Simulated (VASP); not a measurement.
Wanted: the native input for a VASP 6.6.1 run.

```
Task                   : single point
Functional             : RPBE
Potentials or basis    : VASP PAW PBE potentials, release 64 (Ru_pv)
Cutoff                 : 520 eV
k mesh                 : 11 × 11 × 6
Occupations            : fermi-dirac, width 0.05 eV
Spin                   : no spin polarisation
Dipole correction      : no
Further INCAR settings : ALGO = Normal; EDIFF = 1e-06; NBANDS = 21
```

The structure of Ru lies in POSCAR:

```
Ru
1.0
    2.6876397213      0.0000000000      0.0000000000
   -1.3438198606      2.3275642749      0.0000000000
    0.0000000000      0.0000000000      4.2531615502
Ru
2
Direct
    0.6666666667      0.3333333333      0.7500000000
    0.3333333333      0.6666666667      0.2500000000
```

These files were run (other wordings do the same):

INCAR

```
SYSTEM = Ru
ALGO     = Normal         ! electronic algorithm
EDIFF    = 1E-6           ! SCF threshold, eV
ENCUT    = 520            ! plane-wave cutoff, eV
GGA      = RP             ! functional
ISIF     = 2              ! what is computed and relaxed
ISMEAR   = -1             ! smearing method
LASPH    = .True.         ! aspherical terms in the spheres
LCHARG   = .False.        ! write CHGCAR
LREAL    = .False.        ! projectors in reciprocal space
LWAVE    = .False.        ! write WAVECAR
NBANDS   = 21             ! bands
NELM     = 80             ! most SCF steps
PREC     = Accurate       ! precision mode
SIGMA    = 0.05           ! smearing width, eV
```

KPOINTS

```
k-points
0
Gamma
  11 11 6
  0 0 0
```

Potentials or basis: VASP PAW PBE potentials, release 64 (Ru_pv).

Command:

```sh
$ cat potpaw_PBE.64/Ru_pv/POTCAR > POTCAR
$ mpirun -np 1 vasp_std > vasp.out
```

It gave:

| Item | Value |
| --- | --- |
| Pressure | 16.2 GPa |
| Band gap on the k mesh | zero (band 14 reaches 14.83 eV, above the bottom of band 15 at 11.67 eV) |

Caveat: the PAW data sets were made with another functional, which shifts forces and pressure a little.

Wall time 19 s on 1 thread of Intel Xeon 6975P-C, with other jobs on the host, peak memory 0.15 GiB.
